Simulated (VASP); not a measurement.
# GaN (R-3m) in VASP: further runs

The runs below take GaN through single point, with PBE, r2SCAN.

Program: VASP 6.6.1. These are calculated values, not measurements. Logs are shortened: lines on timing, memory, paths and dates and some standing lists are left out, and cuts for length are marked.

**1. The cell of the first run**

It takes space group R-3m (No. 166, trigonal). The conventional cell has a = 2.888 Å, b = 2.888 Å, c = 7.381 Å, α = 90.00°, β = 90.00°, γ = 120.00°. Ga (site symmetry -3m) has 6 N at 2.07 Å within 2.7 Å. N (site symmetry -3m) has 6 Ga at 2.07 Å within 2.7 Å.

**2. Single point, PBE (epitaxial 111 strain -3.2%)**

File INCAR:

```
SYSTEM = GaN
PREC = Accurate
ENCUT = 520
EDIFF = 1E-7
ISMEAR = -1
SIGMA = 0.02
LREAL = .False.
LASPH = .True.
NELM = 80
ALGO = Normal
ISIF = 2
LWAVE = .False.
LCHARG = .True.
GGA = PE
LELF = .True.
LVHAR = .True.
NBANDS = 16
```

File KPOINTS:

```
Automatic mesh
0
Gamma
  10 10 10
  0 0 0
```

File POSCAR:

```
GaN
1.0
    0.0591571486      2.1010433011      2.1010433011
    2.1010433011      0.0591571486      2.1010433011
    2.1010433011      2.1010433011      0.0591571486
Ga N
1 1
Direct
    0.0000000000      0.0000000000      0.0000000000
    0.5000000000      0.5000000000      0.5000000000
```

Potentials or basis: VASP PAW PBE potentials, release 64 (Ga_d, N).

The run is started by

```console
cat potpaw_PBE.64/Ga_d/POTCAR potpaw_PBE.64/N/POTCAR > POTCAR
mpirun -np 1 vasp_std > vasp.out
```

OUTCAR:

```text
SYSTEM = GaN
   PREC = Accurate
   ENCUT = 520
   EDIFF = 1E-7
   ISMEAR = -1
   LREAL = .False.
   LASPH = .True.
   NELM = 80
   ISIF = 2
   GGA = PE

 ion  position               nearest neighbor table
   1  0.000  0.000  0.000-   2 2.07   2 2.07   2 2.07   2 2.07   2 2.07   2 2.07
   2  0.500  0.500  0.500-   1 2.07   1 2.07   1 2.07   1 2.07   1 2.07   1 2.07

  LATTYP: Found a trigonal (rhomboedric) cell.
 ALAT       =     2.9719127636
 COS(alpha) =     0.5279468137

  Lattice vectors:

 A1 = (   0.0591571486,   2.1010433011,   2.1010433011)
 A2 = (   2.1010433011,   0.0591571486,   2.1010433011)
 A3 = (   2.1010433011,   2.1010433011,   0.0591571486)

Analysis of symmetry for initial positions (statically):
=====================================================================
 Subroutine PRICEL returns:
 Original cell was already a primitive cell.

 Routine SETGRP: Setting up the symmetry group for a
 trigonal (rhombohedral) supercell.

 Subroutine GETGRP returns: Found 12 space group operations
 (whereof 12 operations were pure point group operations)
 out of a pool of 12 trial point group operations.

The static configuration has the point symmetry D_3d.

Analysis of symmetry for dynamics (positions and initial velocities):
=====================================================================
 Subroutine PRICEL returns:
 Original cell was already a primitive cell.

 Routine SETGRP: Setting up the symmetry group for a
 trigonal (rhombohedral) supercell.

 Subroutine GETGRP returns: Found 12 space group operations
 (whereof 12 operations were pure point group operations)
 out of a pool of 12 trial point group operations.

The dynamic configuration has the point symmetry D_3d.

 Subroutine INISYM returns: Found 12 space group operations
 (whereof 12 operations are pure point group operations),
 and found     1 'primitive' translations

----------------------------------------------------------------------------------------

                                     Primitive cell

  volume of cell :      17.7664

  direct lattice vectors                    reciprocal lattice vectors
     0.059157149  2.101043301  2.101043301    -0.248271090  0.241472179  0.241472179
     2.101043301  0.059157149  2.101043301     0.241472179 -0.248271090  0.241472179
     2.101043301  2.101043301  0.059157149     0.241472179  0.241472179 -0.248271090

  length of vectors
[... 80 lines left out ...]
   ENCUT  =  520.0 eV  38.22 Ry    6.18 a.u.   5.53  5.53  5.53*2*pi/ulx,y,z
   NELM   =     80;   NELMIN=  2; NELMDL= -5     # of ELM steps
   EDIFF  = 0.1E-06   stopping-criterion for ELM
   LREAL  =      F    real-space projection
   EDIFFG = 0.1E-05   stopping-criterion for IOM
   NSW    =      0    number of steps for IOM
   IBRION =     -1    ionic relax: 0-MD 1-quasi-New 2-CG
   NFREE  =      0    steps in history (QN), initial steepest desc. (CG)
   ISIF   =      2    stress and relaxation
   ISYM   =      2    0-nonsym 1-usesym 2-fastsym
   POTIM  = 0.5000    time-step for ionic-motion
   TEBEG  =    0.0;   TEEND  =   0.0 temperature during run
   PSTRESS=    0.0 pullay stress
   NELECT =      18.0000    total number of electrons
   NUPDOWN=      -1.0000    fix difference up-down
   EMIN   =  10.00;   EMAX   =-10.00  energy-range for DOS
   EFERMI =   0.00;   METHOD = LEGACY
   ISMEAR =    -1;   SIGMA  =   0.02  broadening in eV -4-tet -1-fermi 0-gaus
   EFERMI_NEDOS =   21; number of points for ismear=-14 and -15
   IALGO  =     38    algorithm
   IMIX   =      4    mixing-type and parameters
     AMIX     =   0.40;   BMIX     =  1.00
     AMIX_MAG =   1.60;   BMIX_MAG =  1.00
  volume/ion in A,a.u.               =       8.88        59.95
  Fermi-wavevector in a.u.,A,eV,Ry     =   1.644242  3.107168 36.783803  2.703533
  Thomas-Fermi vector in A             =   2.734241
   LORBIT       =      0    0 simple, 1 ext, 2 COOP (PROOUT), +10 PAW based schemes
   GGA     = PE    functional components
   LHFCALC =     F    Hartree Fock is set to
   AEXX    =    0.0000 exact exchange contribution
   IVDW    =     0    specifies the selected vdW correction
   LEPSILON=     F    determine dielectric tensor
   LRPA    =     F    only Hartree local field effects (RPA)
 non-spin polarized calculation
  energy-cutoff  :      520.00
  volume of cell :       17.77
 maximum number of plane-waves:       496
 NGX is ok and might be reduce to    24
   NGX = 11   NGY = 11   NGZ = 11

 number of electron      17.9999998 magnetization

 Free energy of the ion-electron system (eV)
  ---------------------------------------------------
  ext. energy  EPLUGINS =         0.00000000
  ---------------------------------------------------
  free energy    TOTEN  =       -11.05294235 eV

  energy without entropy =      -11.05294235  energy(sigma->0) =      -11.05294235

 E-fermi :   9.2576     XC(G=0): -13.4300

 val. band max:        8.8025792791   @ k =   0.4000   0.3000   0.3000
 cond. band min:       9.6389847082   @ k =   0.5000   0.5000  -0.0000
 fundamental gap:      0.8364054291
 Fermi energy:         9.2575702299

 k-point     1 :       0.0000    0.0000    0.0000
  band No.  band energies     occupation
      1      -9.2463      2.00000
      2      -5.3200      2.00000
      3      -5.3083      2.00000
      4      -5.3083      2.00000
      5      -5.1843      2.00000
      6      -5.1843      2.00000
[... 433 lines left out ...]
      3      -5.1549      2.00000
      4      -5.1017      2.00000
      5      -5.0254      2.00000
      6      -4.1537      2.00000
[... 8 lines left out ...]
     15      34.1871      0.00000
     16      36.0765      0.00000

 [... further k-points ...]

------------------------ aborting loop because EDIFF is reached ----------------------------------------

  FORCE on cell =-STRESS in cart. coord.  units (eV):
  Direction    XX          YY          ZZ          XY          YZ          ZX
  --------------------------------------------------------------------------------------
  -------------------------------------------------------------------------------------
  Total        2.6885361      2.6885361      2.6885361     -0.7588850     -0.7588850     -0.7588850
  in kB      242.4527069    242.4527069    242.4527069    -68.4363914    -68.4363914    -68.4363914
  external PRESSURE =     242.4527069 kB  Pullay stress =       0.0000000 kB

 VOLUME and BASIS-vectors are now :
 -----------------------------------------------------------------------------
  energy-cutoff  :      520.00
  volume of cell :       17.77
      direct lattice vectors                 reciprocal lattice vectors
     0.059157149  2.101043301  2.101043301    -0.248271090  0.241472179  0.241472179
     2.101043301  0.059157149  2.101043301     0.241472179 -0.248271090  0.241472179
     2.101043301  2.101043301  0.059157149     0.241472179  0.241472179 -0.248271090

 POSITION                                       TOTAL-FORCE (eV/Angst)
 -----------------------------------------------------------------------------------
      0.00000      0.00000      0.00000        -0.000000      0.000000      0.000000
      2.13062      2.13062      2.13062         0.000000     -0.000000     -0.000000
 -----------------------------------------------------------------------------------
    total drift:                                0.000000     -0.000000     -0.000000

  FREE ENERGIE OF THE ION-ELECTRON SYSTEM (eV)
  ---------------------------------------------------
  free  energy   TOTEN  =       -11.0529423468 eV

  energy  without entropy=      -11.0529423468  energy(sigma->0) =      -11.05294235
```

It took 91 s on 1 thread of Intel Xeon 8259CL, shared host; peak memory 0.16 GiB.

Results:

```yaml
Free_energy: -11.0529 eV
Pressure: 24.2 GPa
Band_gap_on_the_k_mesh: 0.84 eV (least direct gap 3.27 eV)
```

Levels at points of the mesh, in eV from the valence-band top:
```
           k point  band 6  band 7  band 8  band 9  band 10  band 11  band 12  band 13
(0.00, 0.00, 0.00)  -13.99   -1.10   -0.50   -0.50     2.78    14.16    15.42    15.42
(0.50, 0.00, 0.00)  -13.83   -8.56   -0.47   -0.23     4.59     8.99     9.35    10.11
(0.50, 0.50, 0.00)  -10.97   -7.72   -3.67   -3.10     0.84     7.82    12.29    15.19
(0.50, 0.50, 0.50)  -13.85   -9.06   -0.07   -0.07     5.40     9.96     9.97     9.97
```

Caveat: the cell differs from its parent crystal (epitaxial 111 strain -3.2%); the cell stands under pressure.

**3. Single point, PBE (strain along [111] +2.3%)**

File INCAR:

```
PREC = Accurate ; ENCUT = 520
EDIFF = 1E-7 ; ISMEAR = -1
SIGMA = 0.02 ; LREAL = F
LASPH = T ; NELM = 60
ALGO = Normal ; ISIF = 2
LWAVE = F ; LCHARG = F
GGA = PE ; NBANDS = 16
```

File KPOINTS:

```
Automatic mesh
0
Gamma
  10 10 10
```

File POSCAR:

```
GaN
1.0
    0.0328928376      2.1414080715      2.1414080715
    2.1414080715      0.0328928376      2.1414080715
    2.1414080715      2.1414080715      0.0328928376
Ga N
1 1
Direct
    0.0000000000      0.0000000000      0.0000000000
    0.5000000000      0.5000000000      0.5000000000
```

Potentials or basis: VASP PAW PBE potentials, release 64 (Ga_d, N).

The run is started by

```console
cat potpaw_PBE.64/Ga_d/POTCAR potpaw_PBE.64/N/POTCAR > POTCAR
mpirun -np 1 vasp_std > vasp.out
```

It took 85 s on 1 thread of Intel Xeon 8259CL, shared host; peak memory 0.16 GiB.

The run converged. Its results:

```yaml
Free_energy: -11.1938 eV
Pressure: 3.6 GPa
Band_gap_on_the_k_mesh: 0.44 eV (least direct gap 2.43 eV)
```

Stress tensor (GPa, compression positive):
```
 3.63 -3.30 -3.30
-3.30  3.63 -3.30
-3.30 -3.30  3.63
```

Levels at points of the mesh, in eV from the valence-band top:
```csv
k point,band 6,band 7,band 8,band 9,band 10,band 11,band 12,band 13
"(0.00, 0.00, 0.00)",-13.94,-0.73,-0.43,-0.43,2.00,14.15,14.82,14.82
"(0.50, 0.00, 0.00)",-13.82,-8.14,-0.30,-0.18,4.48,8.77,8.97,9.16
"(0.50, 0.50, 0.00)",-11.06,-7.03,-3.16,-2.87,0.44,7.79,11.69,14.23
"(0.50, 0.50, 0.50)",-13.82,-8.40,-0.10,-0.10,4.87,9.11,9.29,9.29
```

Caveat: the cell differs from its parent crystal (strain along [111] +2.3%); the cell stands under pressure. A k mesh can miss the band edges.

**4. Single point, r2SCAN (epitaxial 111 strain -3.2%)**

File POSCAR:

```
GaN
1.0
    0.0591571486      2.1010433011      2.1010433011
    2.1010433011      0.0591571486      2.1010433011
    2.1010433011      2.1010433011      0.0591571486
Ga N
1 1
Direct
    0.0000000000      0.0000000000      0.0000000000
    0.5000000000      0.5000000000      0.5000000000
```

File INCAR.step1:

```
SYSTEM = GaN
ALGO     = Normal         ! electronic algorithm
EDIFF    = 1E-4           ! SCF threshold, eV
ENCUT    = 520            ! plane-wave cutoff, eV
GGA      = PE             ! functional
ISMEAR   = 0              ! smearing method
LASPH    = .TRUE.         ! aspherical terms in the spheres
LCHARG   = .FALSE.        ! write CHGCAR
LREAL    = .FALSE.        ! projectors in reciprocal space
LWAVE    = .TRUE.         ! write WAVECAR
NBANDS   = 16             ! bands
NELM     = 60             ! most SCF steps
PREC     = Accurate       ! precision mode
SIGMA    = 0.01           ! smearing width, eV
```

File INCAR.step2:

```
SYSTEM = GaN
ALGO     = Normal         ! electronic algorithm
EDIFF    = 1E-7           ! SCF threshold, eV
ENCUT    = 520            ! plane-wave cutoff, eV
ISIF     = 2              ! what is computed and relaxed
ISMEAR   = 0              ! smearing method
ISTART   = 1            
LASPH    = .TRUE.         ! aspherical terms in the spheres
LCHARG   = .TRUE.         ! write CHGCAR
LELF     = .TRUE.         ! ELF
LMIXTAU  = .TRUE.       
LREAL    = .FALSE.        ! projectors in reciprocal space
LVHAR    = .TRUE.       
LWAVE    = .FALSE.        ! write WAVECAR
METAGGA  = R2SCAN         ! meta-GGA
NBANDS   = 16             ! bands
NELM     = 60             ! most SCF steps
PREC     = Accurate       ! precision mode
SIGMA    = 0.01           ! smearing width, eV
```

File KPOINTS:

```
k-points
0
G
  10 10 10
  0 0 0
```

The run is started by

```console
cat potpaw_PBE.64/Ga_d/POTCAR potpaw_PBE.64/N/POTCAR > POTCAR
cp INCAR.step1 INCAR
mpirun -np 1 vasp_std > vasp.out
cp INCAR.step2 INCAR
mpirun -np 1 vasp_std > vasp.out
```

Run time: 4.2 min. Hardware: 1 thread of Intel Xeon 8259CL, shared host; peak memory 0.17 GiB.

It converged, with:

```yaml
Free_energy: -20.8888 eV
Pressure: 16.3 GPa
Band_gap_on_the_k_mesh: 1.37 eV (least direct gap 3.87 eV)
```

Stress tensor (GPa, compression positive):
```
16.34 -7.39 -7.39
-7.39 16.34 -7.39
-7.39 -7.39 16.34
```

Levels at points of the mesh, in eV from the valence-band top:
| k point | band 5 | band 6 | band 7 | band 8 | band 9 | band 10 | band 11 | band 12 | band 13 | band 14 |
| --- | --- | --- | --- | --- | --- | --- | --- | --- | --- | --- |
| (0.00, 0.00, 0.00) | -14.40 | -14.40 | -1.13 | -0.51 | -0.51 | 3.36 | 14.89 | 16.17 | 16.17 | 16.88 |
| (0.50, 0.00, 0.00) | -14.23 | -14.23 | -8.67 | -0.48 | -0.24 | 5.26 | 9.72 | 10.08 | 11.06 | 17.89 |
| (0.50, 0.50, 0.00) | -14.16 | -11.51 | -7.83 | -3.76 | -3.18 | 1.37 | 8.51 | 13.45 | 16.41 | 16.46 |
| (0.50, 0.50, 0.50) | -14.24 | -14.24 | -9.17 | -0.08 | -0.08 | 6.11 | 10.73 | 10.73 | 10.94 | 18.45 |

Caveat: the cell differs from its parent crystal (epitaxial 111 strain -3.2%); the cell stands under pressure; the PAW data sets were made with another functional, which shifts forces and pressure a little. A k mesh can miss the band edges.

**5. Summary**

```csv
level,cell,smearing,gap on the mesh (eV),pressure (GPa)
PBE,"a = 2.972 Å, angles 58.1°, 2 atoms",fermi-dirac 0.02 eV,0.84,24.2
PBE,"a = 3.029 Å, angles 59.0°, 2 atoms",fermi-dirac 0.02 eV,0.44,3.6
r2SCAN,"a = 2.972 Å, angles 58.1°, 2 atoms",gaussian 0.01 eV,1.37,16.3
```

Alike in all rows: task single point; potentials or basis VASP PAW PBE potentials, release 64 (Ga_d, N); no spin polarisation; k mesh 10 × 10 × 10; cutoff (eV) 520.

Caveats: the cell stands under pressure; the PAW data sets were made with another functional, which shifts forces and pressure a little (at least some runs).

Absolute energies hang on the potentials; compare differences alone.
